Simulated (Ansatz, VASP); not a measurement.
# Two plane-wave programs on Li4NbO4

```
CELL_PARAMETERS angstrom
-3.81195 3.81195 1.63010
3.81195 -3.81195 1.63010
3.81195 3.81195 -1.63010
ATOMIC_POSITIONS crystal
Li 0.44040 0.05108 0.49148
Li 0.84267 0.33415 0.17683
Li 0.15733 0.66585 0.82317
Li 0.66585 0.84267 0.50852
Nb 0.00000 0.00000 0.00000
O 0.75893 0.07971 0.83864
O 0.92029 0.75893 0.67922
O 0.07971 0.24107 0.32078
O 0.24107 0.92029 0.16136
```

Alike in both runs: task single point; functional PBEsol; k mesh 10 × 10 × 10; occupations gaussian, width 0.05 eV; no spin polarisation.

```csv
,VASP,Ansatz
version,VASP 6.6.1,Ansatz 0.2.0
potentials or method,"VASP PAW PBE potentials, release 64 (Li_sv, Nb_sv, O), cutoff 520 eV","scalar-relativistic, plane waves, PAW"
valence electrons in the cell,49,49
```

Ansatz gave:

* rms of the force components (eV/Å): 0.676

Problem. What did VASP give for the same quantities?

Solution. rms of the force components (eV/Å): 0.669.

VASP's potentials were made for PBE, not for PBEsol, and Ansatz warns of the same on its side. Atom by atom the forces differ by 0.018 eV/Å (rms over components).

Noted on VASP's run: the cutoff is under 1.25 times that of the potentials, so the pressure is a little rough.
